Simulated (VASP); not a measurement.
# FePt (P4/mmm) in VASP: single point with r2SCAN

Aim: the single point of FePt with r2SCAN.

All numbers are computed with VASP 6.6.1; they aren't measurements. Logs are shortened: lines on timing, memory, paths and dates and some standing lists are left out, and cuts for length are marked.

## Step 1: The cell of the first run

The structure is tetragonal, space group P4/mmm (No. 123). Conventional cell: a = 2.714 Å, b = 2.714 Å, c = 3.701 Å, α = 90.00°, β = 90.00°, γ = 90.00°. Within 3.5 Å of Fe (site symmetry 4/mmm) lie 8 Pt at 2.67 Å and 4 Fe at 2.71 Å. Pt (site symmetry 4/mmm) has 8 Fe at 2.67 Å and 4 Pt at 2.71 Å within 3.5 Å.

## Step 2: Single point, r2SCAN, collinear spin, ferromagnetic start (13.63 Å³/atom)

POSCAR reads:

```
FePt
1.0
    2.7135124106      0.0000000000      0.0000000000
    0.0000000000      2.7135124106      0.0000000000
    0.0000000000      0.0000000000      3.7011583511
Fe Pt
1 1
Direct
    0.0000000000      0.0000000000      0.0000000000
    0.5000000000      0.5000000000      0.5000000000
```

INCAR.step1 reads:

```
SYSTEM = FePt
PREC     = Accurate       ! precision mode
ENCUT    = 520            ! plane-wave cutoff, eV
ISMEAR   = 0              ! smearing method
SIGMA    = 0.05           ! smearing width, eV
LREAL    = .FALSE.        ! projectors in reciprocal space
LASPH    = .TRUE.         ! aspherical terms in the spheres
NELM     = 150            ! most SCF steps
ISPIN    = 2              ! spin polarisation
MAGMOM   = 3.61 0         ! initial moments
LMAXMIX  = 4              ! l up to which the mixer works
NBANDS   = 20             ! bands
GGA      = PE             ! functional
ALGO     = Normal         ! electronic algorithm
EDIFF    = 1E-4           ! SCF threshold, eV
LWAVE    = .TRUE.         ! write WAVECAR
LCHARG   = .FALSE.        ! write CHGCAR
```

INCAR.step2 reads:

```
SYSTEM = FePt
PREC     = Accurate       ! precision mode
ENCUT    = 520            ! plane-wave cutoff, eV
EDIFF    = 1E-6           ! SCF threshold, eV
ISMEAR   = 0              ! smearing method
SIGMA    = 0.05           ! smearing width, eV
LREAL    = .FALSE.        ! projectors in reciprocal space
LASPH    = .TRUE.         ! aspherical terms in the spheres
NELM     = 150            ! most SCF steps
ALGO     = Normal         ! electronic algorithm
ISIF     = 2              ! what is computed and relaxed
LWAVE    = .FALSE.        ! write WAVECAR
LCHARG   = .TRUE.         ! write CHGCAR
ISPIN    = 2              ! spin polarisation
MAGMOM   = 3.61 0         ! initial moments
LORBIT   = 11             ! projections on sites
LMAXMIX  = 4              ! l up to which the mixer works
METAGGA  = R2SCAN         ! meta-GGA
LMIXTAU  = .TRUE.       
LELF     = .TRUE.         ! ELF
LVHAR    = .TRUE.       
NBANDS   = 20             ! bands
ISTART   = 1
```

KPOINTS reads:

```
regular mesh
0
G
  16 16 12
  0 0 0
```

Potentials or basis: VASP PAW PBE potentials, release 64 (Fe, Pt).

Started as:

```console
cat potpaw_PBE.64/Fe/POTCAR potpaw_PBE.64/Pt/POTCAR > POTCAR
cp INCAR.step1 INCAR
mpirun -np 1 vasp_std > vasp.out
cp INCAR.step2 INCAR
mpirun -np 1 vasp_std > vasp.out
```

OUTCAR:

```text
SYSTEM = FePt
   PREC = Accurate
   ENCUT = 520
   EDIFF = 1E-6
   ISMEAR = 0
   LREAL = .FALSE.
   LASPH = .TRUE.
   NELM = 150
   ISIF = 2
   ISPIN = 2
   LORBIT = 11
   METAGGA = R2SCAN
   ISTART = 1

 ion  position               nearest neighbor table
   1  0.000  0.000  0.000-   2 2.67   2 2.67   2 2.67   2 2.67   2 2.67   2 2.67   2 2.67   2 2.67

   2  0.500  0.500  0.500-   1 2.67   1 2.67   1 2.67   1 2.67   1 2.67   1 2.67   1 2.67   1 2.67

  LATTYP: Found a simple tetragonal cell.
 ALAT       =     2.7135124106
 C/A-ratio  =     1.3639732535

  Lattice vectors:

 A1 = (   2.7135124106,   0.0000000000,   0.0000000000)
 A2 = (   0.0000000000,   2.7135124106,   0.0000000000)
 A3 = (   0.0000000000,   0.0000000000,   3.7011583511)

Analysis of symmetry for initial positions (statically):
=====================================================================
 Subroutine PRICEL returns:
 Original cell was already a primitive cell.

 Routine SETGRP: Setting up the symmetry group for a
 simple tetragonal supercell.

 Subroutine GETGRP returns: Found 16 space group operations
 (whereof 16 operations were pure point group operations)
 out of a pool of 16 trial point group operations.

The static configuration has the point symmetry D_4h.

Analysis of symmetry for dynamics (positions and initial velocities):
=====================================================================
 Subroutine PRICEL returns:
 Original cell was already a primitive cell.

 Routine SETGRP: Setting up the symmetry group for a
 simple tetragonal supercell.

 Subroutine GETGRP returns: Found 16 space group operations
 (whereof 16 operations were pure point group operations)
 out of a pool of 16 trial point group operations.

The dynamic configuration has the point symmetry D_4h.

Analysis of structural, dynamic, and magnetic symmetry:
=====================================================================
 Subroutine PRICEL returns:
 Original cell was already a primitive cell.

 Routine SETGRP: Setting up the symmetry group for a
 simple tetragonal supercell.

 Subroutine GETGRP returns: Found 16 space group operations
 (whereof 16 operations were pure point group operations)
 out of a pool of 16 trial point group operations.

The overall configuration has the point symmetry D_4h.

 Subroutine INISYM returns: Found 16 space group operations
 (whereof 16 operations are pure point group operations),
 and found     1 'primitive' translations

----------------------------------------------------------------------------------------

                                     Primitive cell

  volume of cell :      27.2522

  direct lattice vectors                    reciprocal lattice vectors
     2.713512411  0.000000000  0.000000000     0.368526046  0.000000000  0.000000000
     0.000000000  2.713512411  0.000000000     0.000000000  0.368526046  0.000000000
     0.000000000  0.000000000  3.701158351     0.000000000  0.000000000  0.270185684

  length of vectors
     2.713512411  2.713512411  3.701158351     0.368526046  0.368526046  0.270185684

  position of ions in fractional coordinates (direct lattice)
     0.000000000  0.000000000  0.000000000
     0.500000000  0.500000000  0.500000000

  ion indices of the primitive-cell ions
   primitive index   ion index
                 1           1
                 2           2

----------------------------------------------------------------------------------------

 KPOINTS: regular mesh

Automatic generation of k-mesh.
 Grid dimensions read from file:
 generate k-points for:   16   16   12

 Generating k-lattice:

  Cartesian coordinates                     Fractional coordinates (reciprocal lattice)
     0.023032878  0.000000000  0.000000000     0.062500000  0.000000000  0.000000000
     0.000000000  0.023032878  0.000000000     0.000000000  0.062500000  0.000000000
     0.000000000  0.000000000  0.022515474     0.000000000  0.000000000  0.083333333

  Length of vectors
     0.023032878  0.023032878  0.022515474

  Shift w.r.t. Gamma in fractional coordinates (k-lattice)
     0.000000000  0.000000000  0.000000000

 Subroutine IBZKPT returns following result:
 ===========================================

 Found    315 irreducible k-points:

 Following reciprocal coordinates:
            Coordinates               Weight
  0.000000  0.000000  0.000000      1.000000
  0.062500  0.000000  0.000000      4.000000
  0.125000  0.000000  0.000000      4.000000
  0.187500  0.000000  0.000000      4.000000
  0.250000  0.000000  0.000000      4.000000
  0.312500  0.000000  0.000000      4.000000
[... 16 lines left out ...]
  0.437500  0.125000  0.000000      8.000000
  0.500000  0.125000  0.000000      4.000000
 [... further k-points ...]
   k-points           NKPTS =    315   k-points in BZ     NKDIM =    315   number of bands    NBANDS=     20
   number of dos      NEDOS =    301   number of ions     NIONS =      2
   total plane-waves  NPLWV =  11200
   dimension x,y,z NGX =    20 NGY =   20 NGZ =   28
   dimension x,y,z NGXF=    40 NGYF=   40 NGZF=   56
   ions per type =               1   1
   NGX,Y,Z   is equivalent  to a cutoff of  12.25, 12.25, 12.58 a.u.
   NGXF,Y,Z  is equivalent  to a cutoff of  24.51, 24.51, 25.15 a.u.
 SYSTEM =  FePt
   PREC   = accura    normal or accurate (medium, high low for compatibility)
   ISTART =      1    job   : 0-new  1-cont  2-samecut
   ICHARG =      0    charge: 1-file 2-atom 10-const
   ISPIN  =      2    spin polarized calculation?
   LNONCOLLINEAR =      F non collinear calculations
   LSORBIT =      F    spin-orbit coupling
   LASPH  =      T    aspherical Exc in radial PAW
   ENCUT  =  520.0 eV  38.22 Ry    6.18 a.u.   5.05  5.05  6.88*2*pi/ulx,y,z
   NELM   =    150;   NELMIN=  2; NELMDL=  0     # of ELM steps
   EDIFF  = 0.1E-05   stopping-criterion for ELM
   LREAL  =      F    real-space projection
   EDIFFG = 0.1E-04   stopping-criterion for IOM
   NSW    =      0    number of steps for IOM
   IBRION =     -1    ionic relax: 0-MD 1-quasi-New 2-CG
   NFREE  =      0    steps in history (QN), initial steepest desc. (CG)
   ISIF   =      2    stress and relaxation
   ISYM   =      2    0-nonsym 1-usesym 2-fastsym
   POTIM  = 0.5000    time-step for ionic-motion
   TEBEG  =    0.0;   TEEND  =   0.0 temperature during run
   PSTRESS=    0.0 pullay stress
   NELECT =      18.0000    total number of electrons
   NUPDOWN=      -1.0000    fix difference up-down
   EMIN   =  10.00;   EMAX   =-10.00  energy-range for DOS
   EFERMI =   0.00;   METHOD = LEGACY
   ISMEAR =     0;   SIGMA  =   0.05  broadening in eV -4-tet -1-fermi 0-gaus
   EFERMI_NEDOS =   21; number of points for ismear=-14 and -15
   IALGO  =     38    algorithm
   IMIX   =      4    mixing-type and parameters
     AMIX     =   0.40;   BMIX     =  1.00
     AMIX_MAG =   1.60;   BMIX_MAG =  1.00
  volume/ion in A,a.u.               =      13.63        91.95
  Fermi-wavevector in a.u.,A,eV,Ry     =   1.425712  2.694206 27.655959  2.032656
  Thomas-Fermi vector in A             =   2.546067
   LORBIT       =     11    0 simple, 1 ext, 2 COOP (PROOUT), +10 PAW based schemes
   METAGGA = R2SCAN    functional components
   LHFCALC =     F    Hartree Fock is set to
   AEXX    =    0.0000 exact exchange contribution
   IVDW    =     0    specifies the selected vdW correction
   LEPSILON=     F    determine dielectric tensor
   LRPA    =     F    only Hartree local field effects (RPA)
 spin polarized calculation
 Gauss-broadening in eV      SIGMA  =   0.05
  energy-cutoff  :      520.00
  volume of cell :       27.25
 maximum number of plane-waves:       760
   NGX = 11   NGY = 11   NGZ = 13

 number of electron      18.0000000 magnetization       3.4998621

 Free energy of the ion-electron system (eV)
  ---------------------------------------------------
  ext. energy  EPLUGINS =         0.00000000
  ---------------------------------------------------
  free energy    TOTEN  =       -66.53243483 eV

  energy without entropy =      -66.53025942  energy(sigma->0) =      -66.53134712

 E-fermi :   8.8830     XC(G=0): -14.2549

 val. band max:        8.8819452440   @ k =   0.1875   0.1875   0.0833
 cond. band min:       8.8831380740   @ k =   0.2500   0.1875   0.2500
 fundamental gap:      0.0011928300
 Fermi energy:         8.8829697253

 spin component 1

 k-point     1 :       0.0000    0.0000    0.0000
  band No.  band energies     occupation
      1      -1.2500      1.00000
      2       1.8634      1.00000
      3       2.1542      1.00000
      4       4.6786      1.00000
      5       4.6786      1.00000
      6       5.1413      1.00000
[... 12 lines left out ...]
     19      31.3965      0.00000
     20      31.3965      0.00000
[... 507 lines left out ...]
 k-point    24 :       0.5000    0.1250    0.0000
  band No.  band energies     occupation
      1       2.7250      1.00000
      2       3.4234      1.00000
      3       3.5163      1.00000
      4       3.8650      1.00000
      5       4.0930      1.00000
      6       4.5639      1.00000
[... 12 lines left out ...]
     19      31.5936      0.00000
     20      33.0011      0.00000

 [... further k-points ...]

 spin component 2

 k-point     1 :       0.0000    0.0000    0.0000
  band No.  band energies     occupation
      1      -1.4198      1.00000
      2       2.6684      1.00000
      3       2.7255      1.00000
      4       6.3679      1.00000
      5       6.3679      1.00000
      6       8.0292      1.00000
[... 12 lines left out ...]
     19      31.6504      0.00000
     20      31.6504      0.00000
[... 507 lines left out ...]
 k-point    24 :       0.5000    0.1250    0.0000
  band No.  band energies     occupation
      1       2.7340      1.00000
      2       3.8168      1.00000
      3       4.2799      1.00000
      4       4.4036      1.00000
      5       6.0242      1.00000
      6       6.5610      1.00000
[... 12 lines left out ...]
     19      32.6737      0.00000
     20      33.5309      0.00000

 [... further k-points ...]

------------------------ aborting loop because EDIFF is reached ----------------------------------------

  FORCE on cell =-STRESS in cart. coord.  units (eV):
  Direction    XX          YY          ZZ          XY          YZ          ZX
  --------------------------------------------------------------------------------------
  -------------------------------------------------------------------------------------
  Total        0.7559634      0.7559634      0.8131263      0.0000000     -0.0000000      0.0000000
  in kB       44.4436838     44.4436838     47.8043351      0.0000000     -0.0000000      0.0000000
  external PRESSURE =      45.5639009 kB  Pullay stress =       0.0000000 kB

 VOLUME and BASIS-vectors are now :
 -----------------------------------------------------------------------------
  energy-cutoff  :      520.00
  volume of cell :       27.25
      direct lattice vectors                 reciprocal lattice vectors
     2.713512411  0.000000000  0.000000000     0.368526046  0.000000000  0.000000000
     0.000000000  2.713512411  0.000000000     0.000000000  0.368526046  0.000000000
     0.000000000  0.000000000  3.701158351     0.000000000  0.000000000  0.270185684

 POSITION                                       TOTAL-FORCE (eV/Angst)
 -----------------------------------------------------------------------------------
      0.00000      0.00000      0.00000         0.000000      0.000000      0.000000
      1.35676      1.35676      1.85058         0.000000      0.000000      0.000000
 -----------------------------------------------------------------------------------
    total drift:                               -0.000000      0.000000      0.000000

  FREE ENERGIE OF THE ION-ELECTRON SYSTEM (eV)
  ---------------------------------------------------
  free  energy   TOTEN  =       -66.5324348314 eV

  energy  without entropy=      -66.5302594186  energy(sigma->0) =      -66.53134712

 total charge

# of ion       s       p       d       tot
------------------------------------------
    1        0.422   0.486   6.068   6.977
    2        0.726   0.690   8.083   9.498
--------------------------------------------------
tot          1.149   1.176  14.151  16.475

 magnetization (x)

# of ion       s       p       d       tot
------------------------------------------
    1        0.017  -0.017   3.209   3.208
    2       -0.027  -0.094   0.438   0.317
--------------------------------------------------
tot         -0.010  -0.111   3.646   3.525
```

Wall time 14 min (1 thread of Intel Xeon 8259CL, shared host); peak memory 0.37 GiB.

What came out:

| Quantity | Value |
| --- | --- |
| Free energy | -66.5324 eV |
| Pressure | 4.6 GPa |
| Net moment | 3.50 μB per cell |
| Site moments | Fe +3.21; Pt +0.32 μB |
| Valence electrons inside the program's atomic spheres | Fe 6.98; Pt 9.50 |

Levels at points of the mesh, in eV from the Fermi level:
Spin up:
```tsv
k point	band 8	band 9	band 10	band 11	band 12	band 13	band 14	band 15
(0.00, 0.00, 0.00)	-2.75	-0.91	-0.91	-0.81	2.33	10.10	12.14	12.14
(0.50, 0.00, 0.00)	-3.17	-2.98	-1.86	-0.49	2.03	10.76	10.76	13.13
(0.50, 0.50, 0.00)	-1.15	-1.08	0.46	1.59	1.59	7.76	10.40	11.36
(0.00, 0.00, 0.50)	-3.06	-2.92	-2.42	-2.42	-1.03	16.05	16.17	16.82
(0.50, 0.00, 0.50)	-1.48	-0.99	-0.85	-0.72	-0.57	4.71	7.00	16.94
(0.50, 0.50, 0.50)	-2.04	-2.02	0.46	6.95	6.95	7.93	8.33	8.83
```
Spin down:
| k point | band 3 | band 4 | band 5 | band 6 | band 7 | band 8 | band 9 | band 10 | band 11 | band 12 |
| --- | --- | --- | --- | --- | --- | --- | --- | --- | --- | --- |
| (0.00, 0.00, 0.00) | -6.16 | -2.52 | -2.52 | -0.85 | -0.80 | 1.01 | 2.03 | 2.03 | 2.27 | 2.35 |
| (0.50, 0.00, 0.00) | -4.65 | -3.85 | -2.71 | -1.51 | -1.13 | -0.70 | 1.04 | 1.11 | 2.54 | 2.92 |
| (0.50, 0.50, 0.00) | -5.39 | -5.13 | 1.12 | 1.43 | 1.43 | 1.65 | 1.93 | 2.10 | 2.10 | 2.18 |
| (0.00, 0.00, 0.50) | -5.77 | -2.78 | -2.09 | -2.09 | -1.54 | -0.70 | 0.62 | 0.74 | 0.74 | 2.13 |
| (0.50, 0.00, 0.50) | -3.17 | -2.97 | -2.35 | -0.99 | -0.62 | -0.24 | 1.13 | 1.84 | 1.98 | 2.23 |
| (0.50, 0.50, 0.50) | -5.15 | -1.84 | -1.61 | -1.38 | -1.38 | 1.13 | 1.30 | 1.94 | 7.90 | 7.90 |

Caveat: the cell stands under pressure; the PAW data sets were made with another functional, which shifts forces and pressure a little; spin-orbit coupling is left out, which moves the levels of the heavy elements.
